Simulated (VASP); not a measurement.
# Al3B2As (P4mm) in VASP: notebook

Runs on Al3B2As. Level: PBE. Tasks: relaxation of cell and atoms.

All numbers are computed with VASP 6.6.1; they aren't measurements. Logs are shortened: lines on timing, memory, paths and dates and some standing lists are left out, and cuts for length are marked.

## Step 1: The cell of the first run

Symmetry: P4mm, No. 99, tetragonal system. Conventional cell: a = 3.103 Å, b = 3.103 Å, c = 10.830 Å, α = 90.00°, β = 90.00°, γ = 90.00°. Al (site symmetry 4mm) has 4 B at 2.80 Å and 9 Al at 3.09 to 3.49 Å within 3.7 Å. Within 3.7 Å of Al (site symmetry 4mm) lie 5 B at 2.81 to 3.31 Å and 4 As at 2.92 Å and 5 Al at 3.10 to 3.49 Å. Within 4.0 Å of Al (site symmetry 4mm) lie 5 B at 2.88 to 3.91 Å and 8 Al at 3.09 to 3.10 Å and 1 As at 3.24 Å. B (site symmetry 4mm) has 4 As at 2.59 Å and 5 Al at 2.88 to 3.31 Å and 4 B at 3.10 Å within 3.4 Å. Within 3.7 Å of B (site symmetry 4mm) lie 8 Al at 2.80 to 2.81 Å and 4 B at 3.10 Å and 1 As at 3.68 Å. As (site symmetry 4mm) has 4 B at 2.59 Å and 5 Al at 2.92 to 3.24 Å and 4 As at 3.10 Å within 3.4 Å.

The cell was generated, and may not be a known phase.

## Step 2: Relaxation of cell and atoms, PBE

The input, INCAR:

```
SYSTEM = Al3B2As
PREC     = Accurate       ! precision mode
ENCUT    = 600            ! plane-wave cutoff, eV
EDIFF    = 1E-6           ! SCF threshold, eV
ISMEAR   = 0              ! smearing method
SIGMA    = 0.1            ! smearing width, eV
LREAL    = .False.        ! projectors in reciprocal space
LASPH    = .True.         ! aspherical terms in the spheres
NELM     = 100            ! most SCF steps
ALGO     = Normal         ! electronic algorithm
ISIF     = 3              ! what is computed and relaxed
LWAVE    = .False.        ! write WAVECAR
LCHARG   = .False.        ! write CHGCAR
GGA      = PE             ! functional
IBRION   = 2              ! ionic algorithm
NSW      = 90             ! ionic steps
EDIFFG   = -0.04          ! ionic threshold
```

The input, KPOINTS:

```
Automatic mesh
0
Gamma
  6 6 2
  0 0 0
```

The input, POSCAR:

```
Al3B2As
1.0
    3.1025026300      0.0000000000      0.0000000000
    0.0000000000      3.1025026300      0.0000000000
    0.0000000000      0.0000000000     10.8304275200
Al B As
3 2 1
Direct
    0.0000000000      0.0000000000      0.6514509300
    0.0000000000      0.0000000000      0.3293667700
    0.5000000000      0.5000000000      0.8522117700
    0.0000000000      0.0000000000      0.0241090300
    0.5000000000      0.5000000000      0.4912769800
    0.5000000000      0.5000000000      0.1515834800
```

Potentials or basis: VASP PAW PBE potentials, release 64 (Al, B, As).

Run with:

```bash
cat potpaw_PBE.64/Al/POTCAR potpaw_PBE.64/B/POTCAR potpaw_PBE.64/As/POTCAR > POTCAR
mpirun -np 1 vasp_std > vasp.out
```

OUTCAR:

```text
SYSTEM = Al3B2As
   PREC = Accurate
   ENCUT = 600
   EDIFF = 1E-6
   ISMEAR = 0
   LREAL = .False.
   LASPH = .True.
   NELM = 100
   ISIF = 3
   GGA = PE
   IBRION = 2
   NSW = 90
   EDIFFG = -0.04

 ion  position               nearest neighbor table
   1  0.000  0.000  0.651-   3 3.09   3 3.09   3 3.09   3 3.09
   2  0.000  0.000  0.329-   6 2.92   6 2.92   6 2.92   6 2.92
   3  0.500  0.500  0.852-   1 3.09   1 3.09   1 3.09   1 3.09
   4  0.000  0.000  0.024-
   5  0.500  0.500  0.491-
   6  0.500  0.500  0.152-   2 2.92   2 2.92   2 2.92   2 2.92

  LATTYP: Found a simple tetragonal cell.
 ALAT       =     3.1025026300
 C/A-ratio  =     3.4908681189

  Lattice vectors:

 A1 = (   3.1025026300,   0.0000000000,   0.0000000000)
 A2 = (   0.0000000000,   3.1025026300,   0.0000000000)
 A3 = (   0.0000000000,   0.0000000000,  10.8304275200)

Analysis of symmetry for initial positions (statically):
=====================================================================
 Subroutine PRICEL returns:
 Original cell was already a primitive cell.

 Routine SETGRP: Setting up the symmetry group for a
 simple tetragonal supercell.

 Subroutine GETGRP returns: Found  8 space group operations
 (whereof  8 operations were pure point group operations)
 out of a pool of 16 trial point group operations.

The static configuration has the point symmetry C_4v.

Analysis of symmetry for dynamics (positions and initial velocities):
=====================================================================
 Subroutine PRICEL returns:
 Original cell was already a primitive cell.

 Routine SETGRP: Setting up the symmetry group for a
 simple tetragonal supercell.

 Subroutine GETGRP returns: Found  8 space group operations
 (whereof  8 operations were pure point group operations)
 out of a pool of 16 trial point group operations.

The dynamic configuration has the point symmetry C_4v.

 Subroutine INISYM returns: Found  8 space group operations
 (whereof  8 operations are pure point group operations),
 and found     1 'primitive' translations

----------------------------------------------------------------------------------------

                                     Primitive cell

  volume of cell :     104.2485

  direct lattice vectors                    reciprocal lattice vectors
     3.102502630  0.000000000  0.000000000     0.322320436  0.000000000  0.000000000
     0.000000000  3.102502630  0.000000000     0.000000000  0.322320436  0.000000000
     0.000000000  0.000000000 10.830427520     0.000000000  0.000000000  0.092332459

  length of vectors
     3.102502630  3.102502630 10.830427520     0.322320436  0.322320436  0.092332459

  position of ions in fractional coordinates (direct lattice)
     0.000000000  0.000000000  0.651450930
     0.000000000  0.000000000  0.329366770
     0.500000000  0.500000000  0.852211770
     0.000000000  0.000000000  0.024109030
     0.500000000  0.500000000  0.491276980
     0.500000000  0.500000000  0.151583480

  ion indices of the primitive-cell ions
   primitive index   ion index
                 1           1
                 2           2
                 3           3
                 4           4
                 5           5
                 6           6

----------------------------------------------------------------------------------------

 KPOINTS: Automatic mesh

Automatic generation of k-mesh.
 Grid dimensions read from file:
 generate k-points for:    6    6    2

 Generating k-lattice:

  Cartesian coordinates                     Fractional coordinates (reciprocal lattice)
     0.053720073  0.000000000  0.000000000     0.166666667  0.000000000  0.000000000
     0.000000000  0.053720073  0.000000000     0.000000000  0.166666667  0.000000000
     0.000000000  0.000000000  0.046166229     0.000000000  0.000000000  0.500000000

  Length of vectors
     0.053720073  0.053720073  0.046166229

  Shift w.r.t. Gamma in fractional coordinates (k-lattice)
     0.000000000  0.000000000  0.000000000

 Subroutine IBZKPT returns following result:
 ===========================================

 Found     20 irreducible k-points:

 Following reciprocal coordinates:
            Coordinates               Weight
  0.000000  0.000000  0.000000      1.000000
  0.166667  0.000000  0.000000      4.000000
  0.333333  0.000000  0.000000      4.000000
  0.500000  0.000000  0.000000      2.000000
  0.166667  0.166667  0.000000      4.000000
  0.333333  0.166667  0.000000      8.000000
[... 12 lines left out ...]
  0.500000  0.333333  0.500000      4.000000
  0.500000  0.500000  0.500000      1.000000
   k-points           NKPTS =     20   k-points in BZ     NKDIM =     20   number of bands    NBANDS=     14
   number of dos      NEDOS =    301   number of ions     NIONS =      6
   total plane-waves  NPLWV =  70560
   dimension x,y,z NGX =    28 NGY =   28 NGZ =   90
   dimension x,y,z NGXF=    56 NGYF=   56 NGZF=  180
   ions per type =               3   2   1
   NGX,Y,Z   is equivalent  to a cutoff of  15.00, 15.00, 13.81 a.u.
   NGXF,Y,Z  is equivalent  to a cutoff of  30.01, 30.01, 27.63 a.u.
 SYSTEM =  Al3B2As
   PREC   = accura    normal or accurate (medium, high low for compatibility)
   ISTART =      0    job   : 0-new  1-cont  2-samecut
   ICHARG =      2    charge: 1-file 2-atom 10-const
   ISPIN  =      1    spin polarized calculation?
   LNONCOLLINEAR =      F non collinear calculations
   LSORBIT =      F    spin-orbit coupling
   LASPH  =      T    aspherical Exc in radial PAW
   ENCUT  =  600.0 eV  44.10 Ry    6.64 a.u.   6.20  6.20 21.63*2*pi/ulx,y,z
   NELM   =    100;   NELMIN=  2; NELMDL= -5     # of ELM steps
   EDIFF  = 0.1E-05   stopping-criterion for ELM
   LREAL  =      F    real-space projection
   EDIFFG = -.4E-01   stopping-criterion for IOM
   NSW    =     90    number of steps for IOM
   IBRION =      2    ionic relax: 0-MD 1-quasi-New 2-CG
   NFREE  =      1    steps in history (QN), initial steepest desc. (CG)
   ISIF   =      3    stress and relaxation
   ISYM   =      2    0-nonsym 1-usesym 2-fastsym
   POTIM  = 0.5000    time-step for ionic-motion
   TEBEG  =    0.0;   TEEND  =   0.0 temperature during run
   PSTRESS=    0.0 pullay stress
   NELECT =      20.0000    total number of electrons
   NUPDOWN=      -1.0000    fix difference up-down
   EMIN   =  10.00;   EMAX   =-10.00  energy-range for DOS
   EFERMI =   0.00;   METHOD = LEGACY
   ISMEAR =     0;   SIGMA  =   0.10  broadening in eV -4-tet -1-fermi 0-gaus
   EFERMI_NEDOS =   21; number of points for ismear=-14 and -15
   IALGO  =     38    algorithm
   IMIX   =      4    mixing-type and parameters
     AMIX     =   0.40;   BMIX     =  1.00
     AMIX_MAG =   1.60;   BMIX_MAG =  1.00
  volume/ion in A,a.u.               =      17.37       117.25
  Fermi-wavevector in a.u.,A,eV,Ry     =   0.944195  1.784269 12.129641  0.891503
  Thomas-Fermi vector in A             =   2.071976
   LORBIT       =      0    0 simple, 1 ext, 2 COOP (PROOUT), +10 PAW based schemes
   GGA     = PE    functional components
   LHFCALC =     F    Hartree Fock is set to
   AEXX    =    0.0000 exact exchange contribution
   IVDW    =     0    specifies the selected vdW correction
   LEPSILON=     F    determine dielectric tensor
   LRPA    =     F    only Hartree local field effects (RPA)
 conjugate gradient relaxation of ions
 non-spin polarized calculation
 Gauss-broadening in eV      SIGMA  =   0.10
  energy-cutoff  :      600.00
  volume of cell :      104.25
 maximum number of plane-waves:      3504
 NGX is ok and might be reduce to    28
   NGX = 13   NGY = 13   NGZ = 43

--------------------------------------- Ionic step        1  -------------------------------------------

 number of electron      20.0000000 magnetization

 Free energy of the ion-electron system (eV)
  ---------------------------------------------------
  ext. energy  EPLUGINS =         0.00000000
  ---------------------------------------------------
  free energy    TOTEN  =       -23.27231378 eV

  energy without entropy =      -23.25512107  energy(sigma->0) =      -23.26371743

 E-fermi :   5.3537     XC(G=0):  -9.8486

 val. band max:        5.3015880290   @ k =   0.3333   0.1667   0.0000
 cond. band min:       5.3599563076   @ k =   0.1667   0.1667   0.5000
 fundamental gap:      0.0583682785
 Fermi energy:         5.3537291563

 k-point     1 :       0.0000    0.0000    0.0000
  band No.  band energies     occupation
      1      -8.3035      2.00000
      2      -4.2084      2.00000
      3      -3.7465      2.00000
      4      -0.9210      2.00000
      5      -0.5884      2.00000
      6       4.1821      2.00000
      7       4.9873      2.00000
      8       5.4305      0.27762
      9       5.4305      0.27762
     10       7.7066      0.00000
     11       7.7066      0.00000
     12       7.8008      0.00000
     13       9.3688      0.00000
     14       9.3689      0.00000
[... 434 lines left out ...]
  FREE ENERGIE OF THE ION-ELECTRON SYSTEM (eV)
  ---------------------------------------------------
  free  energy   TOTEN  =       -25.1014206324 eV

  energy  without entropy=      -25.0927419254  energy(sigma->0) =      -25.09708128

[... ionic steps 4 to 13 ...]

--------------------------------------- Ionic step       14  -------------------------------------------

 number of electron      20.0000000 magnetization

------------------------ aborting loop because EDIFF is reached ----------------------------------------

  FORCE on cell =-STRESS in cart. coord.  units (eV):
  Direction    XX          YY          ZZ          XY          YZ          ZX
  --------------------------------------------------------------------------------------
  -------------------------------------------------------------------------------------
  Total        0.0429276      0.0429276      0.0217389      0.0000000      0.0000000      0.0000000
  in kB        0.8693222      0.8693222      0.4402324      0.0000000      0.0000000      0.0000000
  external PRESSURE =       0.7262922 kB  Pullay stress =       0.0000000 kB
[... 65 lines left out ...]
  energy  without entropy=      -25.6010499793  energy(sigma->0) =      -25.60639831

--------------------------------------- Ionic step       16  -------------------------------------------

 number of electron      20.0000000 magnetization

 Free energy of the ion-electron system (eV)
  ---------------------------------------------------
  ext. energy  EPLUGINS =         0.00000000
  ---------------------------------------------------
  free energy    TOTEN  =       -25.61203369 eV

  energy without entropy =      -25.60122392  energy(sigma->0) =      -25.60662881

 E-fermi :   7.8762     XC(G=0): -10.8694

 val. band max:        7.8478924946   @ k =   0.3333   0.3333   0.5000
 cond. band min:       7.9333318200   @ k =   0.3333   0.1667   0.0000
 fundamental gap:      0.0854393254
 Fermi energy:         7.8761529646

 k-point     1 :       0.0000    0.0000    0.0000
  band No.  band energies     occupation
      1      -7.1917      2.00000
      2      -4.0840      2.00000
      3      -2.8265      2.00000
      4       0.5768      2.00000
      5       1.1058      2.00000
      6       6.5750      2.00000
      7       8.5888      0.00000
      8       8.5888      0.00000
      9       8.6184      0.00000
     10       9.8975      0.00000
     11       9.8975      0.00000
     12      12.2825      0.00000
     13      13.1946      0.00000
     14      13.1946      0.00000
[... 354 lines left out ...]
  FREE ENERGIE OF THE ION-ELECTRON SYSTEM (eV)
  ---------------------------------------------------
  free  energy   TOTEN  =       -25.6120336929 eV

  energy  without entropy=      -25.6012239237  energy(sigma->0) =      -25.60662881

 reached required accuracy - stopping structural energy minimisation
```

It took 2.5 min on 1 thread of Intel Xeon 6975P-C (Granite Rapids), shared host; peak memory 0.29 GiB.

What came out:

- Free energy: -25.6120 eV
- Relaxed volume: 13.20 Å³/atom
- Relaxed cell: a = 2.832 Å, b = 2.832 Å, c = 9.874 Å, α = 90.00°, β = 90.00°, γ = 90.00°
- Space group after relaxing (to 0.1 Å): P4mm (No. 99)
- Energy gained by relaxing: 390.0 meV/atom
- Ionic steps: 16
- Pressure after relaxing: 0.0 GPa
- Largest force after relaxing: 0.015 eV/Å

Forces in eV/Å, atoms in the order of the input:
```
Al   0.000  0.000 -0.013
Al   0.000  0.000  0.015
Al   0.000  0.000  0.002
B    0.000  0.000  0.004
B    0.000  0.000  0.008
As   0.000  0.000 -0.015
```

The path:
```
step  energy change (eV)  largest force (eV/Å)  pressure (GPa)  volume (Å³)
   1              0.0000                1.3577          -14.97       104.25
   2             -1.7566                2.1573           -3.54        81.62
   3             -1.8291                2.2527            1.91        77.40
   4             -2.1501                1.0110            3.45        76.10
   5             -2.2014                0.8381            4.96        75.45
   6             -2.2883                0.3570           -1.98        80.21
   7             -2.2921                0.3402           -0.97        79.41
   8             -2.3145                0.2311           -0.72        79.41
   9             -2.3331                0.2192           -0.02        79.40
  10             -2.3340                0.1556           -0.17        79.40
  11             -2.3341                0.1702           -0.14        79.40
  12             -2.3371                0.0818            0.03        79.20
  13             -2.3375                0.1086            0.12        79.10
  14             -2.3393                0.0549            0.07        79.12
  15             -2.3394                0.0401            0.06        79.12
  16             -2.3397                0.0152            0.00        79.21
```

Final structure:
```xyz
6
Lattice="2.8322 0.0000 0.0000 0.0000 2.8322 0.0000 0.0000 0.0000 9.8741" Properties=species:S:1:pos:R:3 pbc="T T T"
Al    0.0000    2.8322    6.3444
Al    0.0000    0.0000    3.6320
Al    1.4161    1.4161    8.4793
B     0.0000    0.0000    9.8444
B     1.4161    1.4161    4.9040
As    1.4161    1.4161    1.3553
```

Caveat: the volume moved by over 15 % at a fixed basis, so the end points are rough; the highest band is partly filled, so the run has too few bands.

## Step 3: Relaxation of cell and atoms, PBE

This run uses another cell than the first one, of 13.18 Å³/atom.

The input, INCAR:

```
SYSTEM = Al3B2As
PREC = Accurate
ENCUT = 600
EDIFF = 1E-6
ISMEAR = 0
SIGMA = 0.1
LREAL = .False.
LASPH = .True.
NELM = 100
ALGO = Normal
ISIF = 3
LWAVE = .False.
LCHARG = .False.
GGA = PE
IBRION = 2
NSW = 100
EDIFFG = -0.01
```

The input, KPOINTS:

```
regular mesh
0
Gamma
  14 14 4
  0 0 0
```

The input, POSCAR:

```
Al3B2As
1.0
    2.8318555832      0.0000000000      0.0000000000
    0.0000000000      2.8318555832      0.0000000000
    0.0000000000      0.0000000000      9.8600086612
Al B As
3 2 1
Direct
    0.0000000000      0.0000000000      0.6429872895
    0.0000000000      0.0000000000      0.3671581097
    0.5000000000      0.5000000000      0.8584201506
    0.0000000000      0.0000000000      0.9974619017
    0.5000000000      0.5000000000      0.4968514934
    0.5000000000      0.5000000000      0.1371200150
```

Potentials or basis: VASP PAW PBE potentials, release 64 (Al, B, As).

Run with:

```bash
cat potpaw_PBE.64/Al/POTCAR potpaw_PBE.64/B/POTCAR potpaw_PBE.64/As/POTCAR > POTCAR
mpirun -np 1 vasp_std > vasp.out
```

It took 4.3 min on 1 thread of Intel Xeon 6975P-C (Granite Rapids), shared host; peak memory 0.33 GiB.

Results (log left out):

```
Free energy                           : -25.4426 eV
Relaxed volume                        : 13.25 Å³/atom
Relaxed cell                          : a = 2.812 Å, b = 2.812 Å, c = 10.058 Å, α = 90.00°, β = 90.00°, γ = 90.00°
Space group after relaxing (to 0.1 Å) : P4mm (No. 99)
Energy gained by relaxing             : 2.7 meV/atom
Ionic steps                           : 14
Pressure after relaxing               : 0.0 GPa
Largest force after relaxing          : 0.008 eV/Å
```

Forces on the atoms (eV/Å):
```
Al   0.000  0.000  0.002
Al   0.000  0.000 -0.003
Al   0.000  0.000  0.008
B    0.000  0.000 -0.007
B    0.000  0.000  0.001
As   0.000  0.000  0.000
```

Step by step:
| step | energy change (eV) | largest force (eV/Å) | pressure (GPa) | volume (Å³) |
| --- | --- | --- | --- | --- |
| 1 | 0.0000 | 0.0965 | 0.48 | 79.07 |
| 2 | -0.0071 | 0.1239 | -0.06 | 79.53 |
| 3 | -0.0096 | 0.1396 | -0.59 | 80.01 |
| 4 | -0.0119 | 0.0897 | 0.11 | 79.57 |
| 5 | -0.0119 | 0.0896 | 0.11 | 79.57 |
| 6 | -0.0133 | 0.0712 | 0.09 | 79.58 |
| 7 | -0.0139 | 0.0806 | 0.07 | 79.60 |
| 8 | -0.0150 | 0.0493 | -0.11 | 79.69 |
| 9 | -0.0156 | 0.0279 | -0.42 | 79.85 |
| 10 | -0.0163 | 0.0285 | -0.07 | 79.55 |
| 11 | -0.0163 | 0.0289 | -0.06 | 79.54 |
| 12 | -0.0163 | 0.0167 | 0.00 | 79.50 |
| 13 | -0.0163 | 0.0122 | 0.03 | 79.49 |
| 14 | -0.0164 | 0.0076 | 0.02 | 79.51 |

Final structure:
```yaml
crystal:
  lattice:
    - [2.81171, 0.00000, 0.00000]
    - [0.00000, 2.81171, 0.00000]
    - [0.00000, 0.00000, 10.05754]
  atoms:
    - { symbol: Al, position: [0.00000, 0.00000, 0.64152] }
    - { symbol: Al, position: [0.00000, 0.00000, 0.37140] }
    - { symbol: Al, position: [0.50000, 0.50000, 0.85715] }
    - { symbol: B, position: [0.00000, 0.00000, 0.99156] }
    - { symbol: B, position: [0.50000, 0.50000, 0.49895] }
    - { symbol: As, position: [0.50000, 0.50000, 0.13942] }
```

Levels at points of the mesh, in eV from the Fermi level:
```
           k point  band 7  band 8  band 9  band 10  band 11  band 12  band 13  band 14
(0.00, 0.00, 0.00)    0.14    0.97    0.97     2.01     2.01     4.67     5.14     5.14
(0.50, 0.00, 0.00)   -3.91   -2.74   -2.55    -2.11     2.11     3.53     3.79     3.87
(0.50, 0.50, 0.00)   -4.23   -2.24   -2.24    -1.89    -1.52    -1.17    -0.03     0.74
(0.00, 0.00, 0.50)    0.97    0.97    2.00     2.00     2.38     3.94     5.20     5.33
(0.50, 0.00, 0.50)   -5.01   -3.81   -1.07    -0.16     0.25     1.27     3.79     3.87
(0.50, 0.50, 0.50)   -4.26   -1.88   -1.88    -1.78    -1.53    -0.73    -0.73    -0.28
```

Caveat: the highest band is partly filled, so the run has too few bands.
